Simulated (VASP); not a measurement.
Write the native input for VASP 6.6.1 that does the following.

```
Task                   : single point
Functional             : PBE
Potentials or basis    : VASP PAW PBE potentials, release 64 (In_d, Sb)
Cutoff                 : 520 eV
k mesh                 : 10 × 10 × 10
Occupations            : fermi-dirac, width 0.03 eV
Spin                   : no spin polarisation
Dipole correction      : no
Further INCAR settings : ALGO = Normal; EDIFF = 1e-07; NBANDS = 16
```

The structure of InSb lies in POSCAR:

```
InSb
1.0
    0.0000000000      3.2498612086      3.2498612086
    3.2498612086      0.0000000000      3.2498612086
    3.2498612086      3.2498612086      0.0000000000
In Sb
1 1
Direct
    0.0000000000      0.0000000000      0.0000000000
    0.7500000000      0.7500000000      0.7500000000
```

The input as run:

INCAR

```
PREC = Accurate
ENCUT = 520
EDIFF = 1E-7
ISMEAR = -1
SIGMA = 0.03
LREAL = False
LASPH = True
NELM = 80
ALGO = Normal
ISIF = 2
LWAVE = False
LCHARG = False
GGA = PE
NBANDS = 16
```

KPOINTS

```
regular mesh
0
Gamma
  10 10 10
```

Potentials or basis: VASP PAW PBE potentials, release 64 (In_d, Sb).

Run with:

```console
$ cat potpaw_PBE.64/In_d/POTCAR potpaw_PBE.64/Sb/POTCAR > POTCAR
$ mpirun -np 1 vasp_std > vasp.out
```

It gave:

```
Pressure               : 2.6 GPa
Band gap on the k mesh : zero (filled and empty bands touch)
```

Caveat: semilocal functionals underestimate gaps, so a narrow gap can read as zero; spin-orbit coupling is left out, which moves the levels of the heavy elements.

It took 57 s on 1 thread of Intel Xeon 8259CL (shared host), peak memory 0.23 GiB.
